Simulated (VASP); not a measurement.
Be3CdTe4:

```
Be Cd Te
1.0
     4.03000    0.00000    0.00000
     0.00000    4.03000    0.00000
     0.00000    0.00000   11.40000
Be Cd Te
3 1 4
Cartesian
  0.0000 0.0000 5.7000
  2.0150 2.0150 8.3790
  2.0150 2.0150 3.0210
  0.0000 0.0000 0.0000
  0.0000 2.0150 7.0110
  2.0150 0.0000 4.3890
  2.0150 0.0000 9.7470
  0.0000 2.0150 1.6530
```

```yaml
Program: VASP 6.6.1
Task: relaxation of cell and atoms
Functional: PBE
Potentials_or_basis: VASP PAW PBE potentials, release 64 (Be, Cd, Te)
Cutoff: 600 eV
k_mesh: 4 × 4 × 2
Occupations: gaussian, width 0.2 eV
Spin: no spin polarisation
```

At the start: pressure 7.9 GPa; volume 23.14 Å³/atom.

How do energy, volume and symmetry change on relaxing?

Over 8 steps the energy falls by 90.9 meV/atom and the volume is 25.81 Å³/atom (+11.5 %); space group P-4m2 (No. 115, to 0.05 Å).

The path:
```csv
step,energy change (eV),largest force (eV/Å),pressure (GPa),volume (Å³)
1,0.0000,1.8653,7.85,185.15
2,-0.6165,0.2887,-2.16,217.22
3,-0.6635,0.5453,-0.50,209.51
4,-0.6957,0.3245,-0.21,207.93
5,-0.7127,0.2093,0.25,205.63
6,-0.7197,0.1487,-0.03,206.67
7,-0.7226,0.1224,-0.32,207.82
8,-0.7275,0.0672,-0.01,206.49
```

Final structure:
```xyz
8
Lattice="4.1437 0.0000 0.0000 0.0000 4.1437 0.0000 0.0000 0.0000 12.0260" Properties=species:S:1:pos:R:3 pbc="T T T"
Be    0.0000    0.0000    6.0130
Be    2.0718    2.0718    8.7821
Be    2.0718    2.0718    3.2440
Cd    0.0000    0.0000    0.0000
Te    0.0000    2.0718    7.4002
Te    2.0718    0.0000    4.6258
Te    2.0718    0.0000   10.1223
Te    0.0000    2.0718    1.9038
```

Caveat: the relaxation stopped at a loose force limit of 0.08 eV/Å, so its end isn't a converged minimum.
